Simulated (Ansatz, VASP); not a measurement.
Two plane-wave programs on Pt

Contents of INCAR:

```
SYSTEM = Pt
  PREC = Accurate
  ENCUT = 520
  EDIFF = 1E-7
  ISMEAR = -1
  SIGMA = 0.1
  LREAL = .FALSE.
  LASPH = .TRUE.
  NELM = 60
  ALGO = Normal
  ISIF = 2
  LWAVE = .FALSE.
  LCHARG = .FALSE.
  GGA = PS
  NBANDS = 11
```

The input KPOINTS:

```
Automatic mesh
0
G
  17 17 17
  0 0 0
```

File POSCAR:

```
Pt
1.0
    0.0000000000      1.9198320203      1.9198320203
    1.9198320203      0.0000000000      1.9198320203
    1.9198320203      1.9198320203      0.0000000000
Pt
1
Direct
    0.0000000000      0.0000000000      0.0000000000
```

Input for Ansatz:

```yaml
crystal:
  lattice:
    - [0.0, 1.9198320203, 1.9198320203]
    - [1.9198320203, 0.0, 1.9198320203]
    - [1.9198320203, 1.9198320203, 0.0]
  atoms:
    - { symbol: Pt, position: [0.0, 0.0, 0.0] }
kpoints:
  mp_grid: { grid: [17, 17, 17] }
scf:
  occupations: { method: fermi_dirac, width: 0.1 }
hamiltonian:
  xc: pbesol
  pseudopotentials: { kind: paw }
output:
  forces: true
  stress: true
  eigenvalues: true
  populations: true
```

Change from the starting cell: volume scaled by 0.94, PAW files.

Alike in both runs: task single point; functional PBEsol; k mesh 17 × 17 × 17; occupations fermi-dirac, width 0.1 eV; no spin polarisation.

```csv
,VASP,Ansatz
version,VASP 6.6.1,Ansatz 0.2.0
potentials or method,"VASP PAW PBE potentials, release 64 (Pt)","PAW with Ansatz's default frozen-core files, scalar-relativistic"
plane-wave cutoff (eV),520,420
valence electrons in the cell,10,18
```

Ansatz gave:

| Property | Result |
| --- | --- |
| pressure (GPa) | 20.8 |

Question: Which values does VASP return?

Answer: Pressure (GPa): 20.5.

VASP's potentials were made for PBE, not for PBEsol. VASP's potentials hold 10 valence electrons a cell and Ansatz's 18, so a difference there can come from the potentials and not from the codes.

Spin-orbit coupling is off throughout.
